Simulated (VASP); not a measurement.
**Bi: electric field gradients with PBE**

Crystal: Bi.

```
Bi
1.0
     2.27300    1.31232    4.03308
    -2.27300    1.31232    4.03308
     0.00000   -2.62463    4.03308
Bi
2
Direct
  0.23389 0.23389 0.23389
  0.76611 0.76611 0.76611
```

This cell differs from its parent crystal: zz strain of +2 %.

```json
{"Program": "VASP 6.6.1", "Task": "electric field gradients", "Functional": "PBE", "Potentials or basis": "VASP PAW PBE potentials, release 64 (Bi_d)", "Cutoff": "520 eV", "k mesh": "11 × 11 × 11", "Occupations": "fermi-dirac, width 0.03 eV", "Spin": "no spin polarisation", "Dipole correction": "no", "Further INCAR settings": "ALGO = Normal; EDIFF = 1e-08; NBANDS = 22"}
```

| Quantity | Value |
| --- | --- |
| Pressure | 0.9 GPa |
| Largest force | 0.075 eV/Å |
| Band gap on the k mesh | zero (band 15 reaches 6.05 eV, above the bottom of band 16 at 5.96 eV) |

Forces in eV/Å, atoms in the order of the input:
```
Bi   0.000  0.000  0.075
Bi   0.000  0.000 -0.075
```

Stress tensor (GPa, compression positive):
```
0.94 0.00 0.00
0.00 0.94 0.00
0.00 0.00 0.68
```

Levels at points of the mesh, in eV from the Fermi level:
| k point | band 12 | band 13 | band 14 | band 15 | band 16 | band 17 | band 18 | band 19 |
| --- | --- | --- | --- | --- | --- | --- | --- | --- |
| (0.00, 0.00, 0.00) | -7.56 | -1.55 | -1.10 | -1.10 | 2.46 | 2.90 | 2.90 | 5.61 |

Electric field gradients, principal values (V/Å²):
```
atom   least  middle  greatest (by size)
1 Bi  10.690  10.690             -21.380
2 Bi  10.690  10.690             -21.380
```

It took 2.5 min on 1 thread of Intel(R) Xeon(R) Platinum 8488C (Sapphire Rapids), on a shared host, peak memory 0.32 GiB.

Caveat: the cell differs from its parent crystal (zz strain of +2 %); without QUAD_EFG the Cq values of the log hold for a quadrupole moment of 1 mb, not for the nuclei; spin-orbit coupling is left out, which moves the levels of the heavy elements.
